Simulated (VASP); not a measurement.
# Rb2Li (I4/mmm) in VASP: single point with PBE

Aim: the single point of Rb2Li with PBE.

Program: VASP 6.6.1. These are calculated values, not measurements. Logs are shortened: lines on timing, memory, paths and dates and some standing lists are left out, and cuts for length are marked.

### Step 1. The cell of the first run

Symmetry: I4/mmm, No. 139, tetragonal system. The conventional cell has a = 5.163 Å, b = 5.163 Å, c = 14.150 Å, α = 90.00°, β = 90.00°, γ = 90.00°. Within 5.5 Å of Rb (site symmetry 4mm) lie 9 Rb at 4.21 to 5.16 Å and 5 Li at 4.21 to 4.97 Å. Within 5.5 Å of Li (site symmetry 4/mmm) lie 10 Rb at 4.21 to 4.97 Å and 4 Li at 5.16 Å.

### Step 2. Single point, PBE

Contents of INCAR:

```
  ALGO = Normal
  EDIFF = 1E-6
  ENCUT = 520
  GGA = PE
  ISIF = 2
  ISMEAR = 0
  LASPH = T
  LCHARG = T
  LELF = T
  LREAL = F
  LVHAR = T
  LWAVE = F
  NBANDS = 18
  NELM = 100
  PREC = Accurate
  SIGMA = 0.1
```

Contents of KPOINTS:

```
k-points
0
Gamma
  6 6 6
```

Contents of POSCAR:

```
Rb2Li
1.0
   -2.5815187802      2.5815187802      7.0747636763
    2.5815187802     -2.5815187802      7.0747636763
    2.5815187802      2.5815187802     -7.0747636763
Rb Li
2 1
Direct
    0.6486934539      0.6486934539      0.0000000000
    0.3513065461      0.3513065461      0.0000000000
    0.0000000000      0.0000000000      0.0000000000
```

Potentials or basis: VASP PAW PBE potentials, release 64 (Rb_sv, Li_sv).

Started as:

```console
$ cat potpaw_PBE.64/Rb_sv/POTCAR potpaw_PBE.64/Li_sv/POTCAR > POTCAR
$ mpirun -np 1 vasp_std > vasp.out
```

OUTCAR:

```text
EDIFF = 1E-6
   ENCUT = 520
   GGA = PE
   ISIF = 2
   ISMEAR = 0
   LASPH = T
   LREAL = F
   NELM = 100
   PREC = Accurate

 ion  position               nearest neighbor table
   1  0.649  0.649  0.000-   2 4.21   2 4.64   2 4.64   2 4.64   2 4.64
   2  0.351  0.351  0.000-   1 4.21   1 4.64   1 4.64   1 4.64   1 4.64
   3  0.000  0.000  0.000-

  LATTYP: Found a body centered tetragonal cell.
 ALAT       =     5.1630375604
 C/A-ratio  =     2.7405431758

  Lattice vectors:

 A1 = (  -2.5815187802,   2.5815187802,   7.0747636763)
 A2 = (   2.5815187802,  -2.5815187802,   7.0747636763)
 A3 = (   2.5815187802,   2.5815187802,  -7.0747636763)

Analysis of symmetry for initial positions (statically):
=====================================================================
 Subroutine PRICEL returns:
 Original cell was already a primitive cell.

 Routine SETGRP: Setting up the symmetry group for a
 body centered tetragonal supercell.

 Subroutine GETGRP returns: Found 16 space group operations
 (whereof 16 operations were pure point group operations)
 out of a pool of 16 trial point group operations.

The static configuration has the point symmetry D_4h.

Analysis of symmetry for dynamics (positions and initial velocities):
=====================================================================
 Subroutine PRICEL returns:
 Original cell was already a primitive cell.

 Routine SETGRP: Setting up the symmetry group for a
 body centered tetragonal supercell.

 Subroutine GETGRP returns: Found 16 space group operations
 (whereof 16 operations were pure point group operations)
 out of a pool of 16 trial point group operations.

The dynamic configuration has the point symmetry D_4h.

 Subroutine INISYM returns: Found 16 space group operations
 (whereof 16 operations are pure point group operations),
 and found     1 'primitive' translations

----------------------------------------------------------------------------------------

                                     Primitive cell

  volume of cell :     188.5917

  direct lattice vectors                    reciprocal lattice vectors
    -2.581518780  2.581518780  7.074763676     0.000000000  0.193684433  0.070673739
[... 83 lines left out ...]
   LNONCOLLINEAR =      F non collinear calculations
   LSORBIT =      F    spin-orbit coupling
   LASPH  =      T    aspherical Exc in radial PAW
   ENCUT  =  520.0 eV  38.22 Ry    6.18 a.u.  14.80 14.80 14.80*2*pi/ulx,y,z
   NELM   =    100;   NELMIN=  2; NELMDL= -5     # of ELM steps
   EDIFF  = 0.1E-05   stopping-criterion for ELM
   LREAL  =      F    real-space projection
   EDIFFG = 0.1E-04   stopping-criterion for IOM
   NSW    =      0    number of steps for IOM
   IBRION =     -1    ionic relax: 0-MD 1-quasi-New 2-CG
   NFREE  =      0    steps in history (QN), initial steepest desc. (CG)
   ISIF   =      2    stress and relaxation
   ISYM   =      2    0-nonsym 1-usesym 2-fastsym
   POTIM  = 0.5000    time-step for ionic-motion
   TEBEG  =    0.0;   TEEND  =   0.0 temperature during run
   PSTRESS=    0.0 pullay stress
   NELECT =      21.0000    total number of electrons
   NUPDOWN=      -1.0000    fix difference up-down
   EMIN   =  10.00;   EMAX   =-10.00  energy-range for DOS
   EFERMI =   0.00;   METHOD = LEGACY
   ISMEAR =     0;   SIGMA  =   0.10  broadening in eV -4-tet -1-fermi 0-gaus
   EFERMI_NEDOS =   21; number of points for ismear=-14 and -15
   IALGO  =     38    algorithm
   IMIX   =      4    mixing-type and parameters
     AMIX     =   0.40;   BMIX     =  1.00
     AMIX_MAG =   1.60;   BMIX_MAG =  1.00
  volume/ion in A,a.u.               =      62.86       424.23
  Fermi-wavevector in a.u.,A,eV,Ry     =   0.787603  1.488353  8.439935  0.620318
  Thomas-Fermi vector in A             =   1.892376
   LORBIT       =      0    0 simple, 1 ext, 2 COOP (PROOUT), +10 PAW based schemes
   GGA     = PE    functional components
   LHFCALC =     F    Hartree Fock is set to
   AEXX    =    0.0000 exact exchange contribution
   IVDW    =     0    specifies the selected vdW correction
   LEPSILON=     F    determine dielectric tensor
   LRPA    =     F    only Hartree local field effects (RPA)
 non-spin polarized calculation
 Gauss-broadening in eV      SIGMA  =   0.10
  energy-cutoff  :      520.00
  volume of cell :      188.59
 maximum number of plane-waves:      5118
   NGX = 29   NGY = 29   NGZ = 29

 number of electron      21.0000001 magnetization

 Free energy of the ion-electron system (eV)
  ---------------------------------------------------
  ext. energy  EPLUGINS =         0.00000000
  ---------------------------------------------------
  free energy    TOTEN  =        -3.34636726 eV

  energy without entropy =       -3.33667727  energy(sigma->0) =       -3.34152227

 E-fermi :   0.2185     XC(G=0):  -5.8878

 val. band max:        0.1956474289   @ k =   0.3333   0.1667   0.1667
 cond. band min:       0.2654010593   @ k =   0.1667   0.1667  -0.0000
 fundamental gap:      0.0697536303
 Fermi energy:         0.2185177001

 k-point     1 :       0.0000    0.0000    0.0000
  band No.  band energies     occupation
      1     -47.7058      2.00000
      2     -28.5115      2.00000
      3     -28.4960      2.00000
      4     -12.7301      2.00000
      5     -12.5913      2.00000
      6     -12.5913      2.00000
[... 481 lines left out ...]
      5     -12.6133      2.00000
      6     -12.5956      2.00000
[... 10 lines left out ...]
     17       3.8160      0.00000
     18       3.9779      0.00000

 [... further k-points ...]

------------------------ aborting loop because EDIFF is reached ----------------------------------------

  FORCE on cell =-STRESS in cart. coord.  units (eV):
  Direction    XX          YY          ZZ          XY          YZ          ZX
  --------------------------------------------------------------------------------------
  -------------------------------------------------------------------------------------
  Total       -0.0502911     -0.0502911      0.2942902      0.0000000      0.0000000      0.0000000
  in kB       -0.4272475     -0.4272475      2.5001370      0.0000000      0.0000000      0.0000000
  external PRESSURE =       0.5485473 kB  Pullay stress =       0.0000000 kB

 VOLUME and BASIS-vectors are now :
 -----------------------------------------------------------------------------
  energy-cutoff  :      520.00
  volume of cell :      188.59
      direct lattice vectors                 reciprocal lattice vectors
    -2.581518780  2.581518780  7.074763676     0.000000000  0.193684433  0.070673739
     2.581518780 -2.581518780  7.074763676     0.193684433  0.000000000  0.070673739
     2.581518780  2.581518780 -7.074763676     0.193684433  0.193684433  0.000000000

 POSITION                                       TOTAL-FORCE (eV/Angst)
 -----------------------------------------------------------------------------------
      0.00000      0.00000      9.17871         0.000000      0.000000      0.002243
      0.00000      0.00000      4.97082        -0.000000     -0.000000     -0.002243
      0.00000      0.00000      0.00000        -0.000000     -0.000000     -0.000000
 -----------------------------------------------------------------------------------
    total drift:                               -0.000000      0.000000     -0.000000

  FREE ENERGIE OF THE ION-ELECTRON SYSTEM (eV)
  ---------------------------------------------------
  free  energy   TOTEN  =        -3.3463672647 eV

  energy  without entropy=       -3.3366772655  energy(sigma->0) =       -3.34152227
```

OSZICAR:

```text
N       E                     dE             d eps       ncg     rms          rms(c)
DAV:   1     0.132274830870E+03    0.13227E+03   -0.73013E+03  1080   0.923E+02
DAV:   2     0.107399837627E+02   -0.12153E+03   -0.11909E+03  1300   0.198E+02
DAV:   3    -0.234801787785E+01   -0.13088E+02   -0.13058E+02  1526   0.604E+01
DAV:   4    -0.340013311469E+01   -0.10521E+01   -0.10492E+01  1656   0.143E+01
DAV:   5    -0.341953364456E+01   -0.19401E-01   -0.19396E-01  1536   0.212E+00    0.226E+00
DAV:   6    -0.336993744000E+01    0.49596E-01   -0.63527E-02  1304   0.834E-01    0.142E+00
DAV:   7    -0.334536642321E+01    0.24571E-01   -0.13102E-01  1348   0.870E-01    0.257E-01
DAV:   8    -0.334628018241E+01   -0.91376E-03   -0.12862E-02  1366   0.439E-01    0.109E-01
DAV:   9    -0.334636509230E+01   -0.84910E-04   -0.37745E-04  1732   0.100E-01    0.413E-02
DAV:  10    -0.334636659191E+01   -0.14996E-05   -0.69015E-05  1366   0.534E-02    0.853E-03
DAV:  11    -0.334636788280E+01   -0.12909E-05   -0.10775E-05  1690   0.161E-02    0.578E-03
DAV:  12    -0.334636726474E+01    0.61806E-06   -0.14913E-06   880   0.802E-03
   1 F= -.33463673E+01 E0= -.33415223E+01  d E =-.969000E-02
```

Wall time 5.3 min (1 thread of Oxide Virtual Turin-like, shared host); peak memory 0.48 GiB.

What came out:

* Free energy: -3.3464 eV
* Band gap on the k mesh: zero (an odd number of electrons rules out a gap without spin polarisation)

Forces on the atoms (eV/Å):
```
Rb   0.000  0.000  0.002
Rb   0.000  0.000 -0.002
Li   0.000  0.000  0.000
```

Levels at points of the mesh, in eV from the Fermi level:
| k point | band 7 | band 8 | band 9 | band 10 | band 11 | band 12 | band 13 | band 14 | band 15 | band 16 |
| --- | --- | --- | --- | --- | --- | --- | --- | --- | --- | --- |
| (0.00, 0.00, 0.00) | -12.77 | -12.77 | -12.74 | -2.35 | 0.19 | 1.08 | 2.10 | 2.48 | 2.48 | 2.61 |
| (0.50, 0.00, 0.00) | -12.79 | -12.78 | -12.75 | -0.69 | -0.68 | 0.62 | 0.82 | 2.45 | 2.52 | 3.00 |
| (0.50, 0.50, 0.00) | -12.80 | -12.78 | -12.77 | -0.06 | 0.49 | 0.49 | 0.74 | 1.56 | 1.75 | 1.77 |
| (0.50, 0.50, 0.50) | -12.82 | -12.76 | -12.76 | -1.61 | -1.38 | 1.64 | 2.04 | 2.61 | 2.61 | 3.68 |

Caveat: the cutoff is under 1.25 times the usual one of these potentials, so pressure, stress and relaxed cells hold a basis-set (Pulay) error.
